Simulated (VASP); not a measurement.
# Bi2Se3 (R-3c) in VASP: a series of runs, part 2 of 2

VASP 6.6.1. The steps go on from the part before.

## Step 3: Relaxation of cell and atoms, PBE

This run uses another cell than the first one, of 30.38 Å³/atom, 0.955 times its volume.

The input, INCAR:

```
SYSTEM = Bi2Se3
PREC = Accurate ; ENCUT = 600
EDIFF = 1E-6 ; ISMEAR = 0
SIGMA = 0.15 ; LREAL = .False.
LASPH = .True. ; NELM = 80
ALGO = Normal ; ISIF = 3
LWAVE = .False. ; LCHARG = .False.
GGA = PE ; IBRION = 2
NSW = 36 ; EDIFFG = -0.08
```

The input, KPOINTS:

```
Automatic mesh
0
Gamma
  2 2 2
  0 0 0
```

The input, POSCAR:

```
Bi2Se3
1.0
    3.6499042900      2.1072732200      6.5823297100
   -3.6499042900      2.1072732200      6.5823297100
    0.0000000000     -4.2145464500      6.5823297100
Bi Se
4 6
Direct
    0.3548228100      0.3548228100      0.3548228100
    0.1451771900      0.1451771900      0.1451771900
    0.6451771900      0.6451771900      0.6451771900
    0.8548228100      0.8548228100      0.8548228100
    0.9445990900      0.2500000000      0.5554009100
    0.5554009100      0.9445990900      0.2500000000
    0.7500000000      0.4445990900      0.0554009100
    0.4445990900      0.0554009100      0.7500000000
    0.0554009100      0.7500000000      0.4445990900
    0.2500000000      0.5554009100      0.9445990900
```

Potentials or basis: VASP PAW PBE potentials, release 64 (Bi_d, Se).

Run with:

```sh
> cat potpaw_PBE.64/Bi_d/POTCAR potpaw_PBE.64/Se/POTCAR > POTCAR
> mpirun -np 1 vasp_std > vasp.out
```

OUTCAR:

```text
SYSTEM = Bi2Se3
   PREC = Accurate
   ENCUT = 600
   EDIFF = 1E-6
   ISMEAR = 0
   LREAL = .False.
   LASPH = .True.
   NELM = 80
   ISIF = 3
   GGA = PE
   IBRION = 2
   NSW = 36
   EDIFFG = -0.08

 ion  position               nearest neighbor table
   1  0.355  0.355  0.355-   7 2.82   8 2.82   9 2.82   5 3.04   6 3.04  10 3.04
   2  0.145  0.145  0.145-   9 2.82   8 2.82   7 2.82  10 3.04   6 3.04   5 3.04
   3  0.645  0.645  0.645-  10 2.82   6 2.82   5 2.82   9 3.04   8 3.04   7 3.04
   4  0.855  0.855  0.855-   5 2.82   6 2.82  10 2.82   7 3.04   8 3.04   9 3.04
   5  0.945  0.250  0.555-   4 2.82   3 2.82   1 3.04   2 3.04
   6  0.555  0.945  0.250-   3 2.82   4 2.82   1 3.04   2 3.04
   7  0.750  0.445  0.055-   1 2.82   2 2.82   4 3.04   3 3.04
   8  0.445  0.055  0.750-   1 2.82   2 2.82   3 3.04   4 3.04
   9  0.055  0.750  0.445-   2 2.82   1 2.82   3 3.04   4 3.04
  10  0.250  0.555  0.945-   3 2.82   4 2.82   2 3.04   1 3.04

  LATTYP: Found a trigonal (rhomboedric) cell.
 ALAT       =     7.8159750614
 COS(alpha) =     0.5638592985

  Lattice vectors:

 A1 = (   3.6499042900,   2.1072732200,   6.5823297100)
 A2 = (  -3.6499042900,   2.1072732200,   6.5823297100)
 A3 = (   0.0000000000,  -4.2145464500,   6.5823297100)

Analysis of symmetry for initial positions (statically):
=====================================================================
 Subroutine PRICEL returns:
 Original cell was already a primitive cell.

 Routine SETGRP: Setting up the symmetry group for a
 trigonal (rhombohedral) supercell.

 Subroutine GETGRP returns: Found 12 space group operations
 (whereof  6 operations were pure point group operations)
 out of a pool of 12 trial point group operations.

The static configuration has the point symmetry S_6 .
 The point group associated with its full space group is D_3d.

Analysis of symmetry for dynamics (positions and initial velocities):
=====================================================================
 Subroutine PRICEL returns:
 Original cell was already a primitive cell.

 Routine SETGRP: Setting up the symmetry group for a
 trigonal (rhombohedral) supercell.

 Subroutine GETGRP returns: Found 12 space group operations
 (whereof  6 operations were pure point group operations)
 out of a pool of 12 trial point group operations.

The dynamic configuration has the point symmetry S_6 .
 The point group associated with its full space group is D_3d.

 Subroutine INISYM returns: Found 12 space group operations
 (whereof  6 operations are pure point group operations),
 and found     1 'primitive' translations

----------------------------------------------------------------------------------------

                                     Primitive cell

  volume of cell :     303.7618

  direct lattice vectors                    reciprocal lattice vectors
     3.649904290  2.107273220  6.582329710     0.136989894  0.079091152  0.050640632
    -3.649904290  2.107273220  6.582329710    -0.136989894  0.079091152  0.050640632
     0.000000000 -4.214546450  6.582329710     0.000000000 -0.158182304  0.050640631

  length of vectors
     7.815975061  7.815975061  7.815975063     0.166090682  0.166090682  0.166090682

  position of ions in fractional coordinates (direct lattice)
     0.354822810  0.354822810  0.354822810
     0.145177190  0.145177190  0.145177190
[... 47 lines left out ...]

 Following reciprocal coordinates:
            Coordinates               Weight
  0.000000  0.000000  0.000000      1.000000
  0.500000  0.000000  0.000000      3.000000
  0.500000  0.500000  0.000000      3.000000
  0.500000  0.500000  0.500000      1.000000
   k-points           NKPTS =      4   k-points in BZ     NKDIM =      4   number of bands    NBANDS=     57
   number of dos      NEDOS =    301   number of ions     NIONS =     10
   total plane-waves  NPLWV = 262144
   dimension x,y,z NGX =    64 NGY =   64 NGZ =   64
   dimension x,y,z NGXF=   128 NGYF=  128 NGZF=  128
   ions per type =               4   6
   NGX,Y,Z   is equivalent  to a cutoff of  13.61, 13.61, 13.61 a.u.
   NGXF,Y,Z  is equivalent  to a cutoff of  27.23, 27.23, 27.23 a.u.
 SYSTEM =  Bi2Se3
   PREC   = accura    normal or accurate (medium, high low for compatibility)
   ISTART =      0    job   : 0-new  1-cont  2-samecut
   ICHARG =      2    charge: 1-file 2-atom 10-const
   ISPIN  =      1    spin polarized calculation?
   LNONCOLLINEAR =      F non collinear calculations
   LSORBIT =      F    spin-orbit coupling
   LASPH  =      T    aspherical Exc in radial PAW
   ENCUT  =  600.0 eV  44.10 Ry    6.64 a.u.  15.61 15.61 15.61*2*pi/ulx,y,z
   NELM   =     80;   NELMIN=  2; NELMDL= -5     # of ELM steps
   EDIFF  = 0.1E-05   stopping-criterion for ELM
   LREAL  =      F    real-space projection
   EDIFFG = -.8E-01   stopping-criterion for IOM
   NSW    =     36    number of steps for IOM
   IBRION =      2    ionic relax: 0-MD 1-quasi-New 2-CG
   NFREE  =      1    steps in history (QN), initial steepest desc. (CG)
   ISIF   =      3    stress and relaxation
   ISYM   =      2    0-nonsym 1-usesym 2-fastsym
   POTIM  = 0.5000    time-step for ionic-motion
   TEBEG  =    0.0;   TEEND  =   0.0 temperature during run
   PSTRESS=    0.0 pullay stress
   NELECT =      96.0000    total number of electrons
   NUPDOWN=      -1.0000    fix difference up-down
   EMIN   =  10.00;   EMAX   =-10.00  energy-range for DOS
   EFERMI =   0.00;   METHOD = LEGACY
   ISMEAR =     0;   SIGMA  =   0.15  broadening in eV -4-tet -1-fermi 0-gaus
   EFERMI_NEDOS =   21; number of points for ismear=-14 and -15
   IALGO  =     38    algorithm
   IMIX   =      4    mixing-type and parameters
     AMIX     =   0.40;   BMIX     =  1.00
     AMIX_MAG =   1.60;   BMIX_MAG =  1.00
  volume/ion in A,a.u.               =      30.38       204.99
  Fermi-wavevector in a.u.,A,eV,Ry     =   1.115118  2.107268 16.918684  1.243488
  Thomas-Fermi vector in A             =   2.251720
   LORBIT       =      0    0 simple, 1 ext, 2 COOP (PROOUT), +10 PAW based schemes
   GGA     = PE    functional components
   LHFCALC =     F    Hartree Fock is set to
   AEXX    =    0.0000 exact exchange contribution
   IVDW    =     0    specifies the selected vdW correction
   LEPSILON=     F    determine dielectric tensor
   LRPA    =     F    only Hartree local field effects (RPA)
 conjugate gradient relaxation of ions
 non-spin polarized calculation
 Gauss-broadening in eV      SIGMA  =   0.15
  energy-cutoff  :      600.00
  volume of cell :      303.76
 maximum number of plane-waves:     10184
 NGX is ok and might be reduce to    64
   NGX = 31   NGY = 31   NGZ = 31

--------------------------------------- Ionic step        1  -------------------------------------------

 number of electron      96.0000000 magnetization

 Free energy of the ion-electron system (eV)
  ---------------------------------------------------
  ext. energy  EPLUGINS =         0.00000000
  ---------------------------------------------------
  free energy    TOTEN  =       -39.68487184 eV

  energy without entropy =      -39.68484667  energy(sigma->0) =      -39.68485925

------------------------ aborting loop because EDIFF is reached ----------------------------------------

  FORCE on cell =-STRESS in cart. coord.  units (eV):
  Direction    XX          YY          ZZ          XY          YZ          ZX
  --------------------------------------------------------------------------------------
  -------------------------------------------------------------------------------------
  Total        5.8016922      5.8016922      4.2132042     -0.0000000     -0.0000000      0.0000000
  in kB       30.6007491     30.6007490     22.2223450     -0.0000000     -0.0000000      0.0000000
  external PRESSURE =      27.8079477 kB  Pullay stress =       0.0000000 kB
[... 113 lines left out ...]
  FREE ENERGIE OF THE ION-ELECTRON SYSTEM (eV)
  ---------------------------------------------------
  free  energy   TOTEN  =       -39.8408427406 eV

  energy  without entropy=      -39.8408383017  energy(sigma->0) =      -39.84084052

[... ionic steps 4 to 7 ...]

--------------------------------------- Ionic step        8  -------------------------------------------

 number of electron      95.9999992 magnetization

------------------------ aborting loop because EDIFF is reached ----------------------------------------
[... 83 lines left out ...]
--------------------------------------- Ionic step       10  -------------------------------------------

 number of electron      96.0000000 magnetization

 Free energy of the ion-electron system (eV)
  ---------------------------------------------------
  ext. energy  EPLUGINS =         0.00000000
  ---------------------------------------------------
  free energy    TOTEN  =       -39.94831417 eV

  energy without entropy =      -39.94831377  energy(sigma->0) =      -39.94831397

 E-fermi :   4.0322     XC(G=0):  -8.8029

 val. band max:        3.5364339774   @ k =   0.0000   0.0000   0.0000
 cond. band min:       4.5535659420   @ k =   0.5000   0.5000   0.0000
 fundamental gap:      1.0171319647
 Fermi energy:         4.0322390788

 k-point     1 :       0.0000    0.0000    0.0000
  band No.  band energies     occupation
      1     -19.4786      2.00000
      2     -19.4786      2.00000
      3     -19.4753      2.00000
      4     -19.4753      2.00000
      5     -19.4740      2.00000
      6     -19.4739      2.00000
[... 266 lines left out ...]
  FREE ENERGIE OF THE ION-ELECTRON SYSTEM (eV)
  ---------------------------------------------------
  free  energy   TOTEN  =       -39.9483141722 eV

  energy  without entropy=      -39.9483137710  energy(sigma->0) =      -39.94831397

 reached required accuracy - stopping structural energy minimisation
```

It took 9.6 min on 1 thread of Intel Xeon 6975P-C (Granite Rapids), shared host; peak memory 0.64 GiB.

Results:

```yaml
Free_energy: -39.9483 eV
Relaxed_volume: 32.10 Å³/atom
Relaxed_cell: a = 7.892 Å, b = 7.892 Å, c = 7.892 Å, α = 56.70°, β = 56.70°, γ = 56.70°
Space_group_after_relaxing_to_0.05_Å: R-3c (No. 167)
Energy_gained_by_relaxing: 26.3 meV/atom
Ionic_steps: 10
Pressure_after_relaxing: 0.0 GPa
Largest_force_after_relaxing: 0.032 eV/Å
Band_gap_on_the_k_mesh: 1.02 eV, indirect (least direct gap 1.23 eV)
```

Forces in eV/Å, atoms in the order of the input:
```
Bi   0.000  0.000 -0.032
Bi   0.000  0.000  0.032
Bi   0.000  0.000  0.032
Bi   0.000  0.000 -0.032
Se  -0.004 -0.007  0.000
Se   0.009  0.000  0.000
Se   0.004 -0.007  0.000
Se  -0.009  0.000  0.000
Se   0.004  0.007  0.000
Se  -0.004  0.007  0.000
```

The path:
| step | energy change (eV) | largest force (eV/Å) | pressure (GPa) | volume (Å³) |
| --- | --- | --- | --- | --- |
| 1 | 0.0000 | 0.3362 | 2.78 | 303.76 |
| 2 | -0.1290 | 0.2447 | -1.40 | 327.53 |
| 3 | -0.1560 | 0.2584 | -0.27 | 320.18 |
| 4 | -0.1883 | 0.2204 | -0.20 | 319.58 |
| 5 | -0.2494 | 0.0965 | 0.24 | 317.77 |
| 6 | -0.1447 | 0.3575 | 2.11 | 314.13 |
| 7 | -0.2556 | 0.0485 | 0.45 | 317.17 |
| 8 | -0.2561 | 0.0295 | 0.53 | 316.97 |
| 9 | -0.2573 | 0.0386 | -0.55 | 324.83 |
| 10 | -0.2634 | 0.0325 | -0.04 | 321.01 |

Final structure:
```yaml
crystal:
  lattice:
    - [3.74714, 2.16341, 6.59979]
    - [-3.74714, 2.16341, 6.59979]
    - [0.00000, -4.32682, 6.59979]
  atoms:
    - { symbol: Bi, position: [0.35043, 0.35043, 0.35043] }
    - { symbol: Bi, position: [0.14957, 0.14957, 0.14957] }
    - { symbol: Bi, position: [0.64957, 0.64957, 0.64957] }
    - { symbol: Bi, position: [0.85043, 0.85043, 0.85043] }
    - { symbol: Se, position: [0.95629, 0.25000, 0.54371] }
    - { symbol: Se, position: [0.54371, 0.95629, 0.25000] }
    - { symbol: Se, position: [0.75000, 0.45629, 0.04371] }
    - { symbol: Se, position: [0.45629, 0.04371, 0.75000] }
    - { symbol: Se, position: [0.04371, 0.75000, 0.45629] }
    - { symbol: Se, position: [0.25000, 0.54371, 0.95629] }
```

Caveat: the k points lie up to 0.51 Å⁻¹ apart in the final cell; spin-orbit coupling is left out, which moves the levels of the heavy elements; the relaxation stopped at a loose force limit of 0.08 eV/Å, so its end isn't a converged minimum.
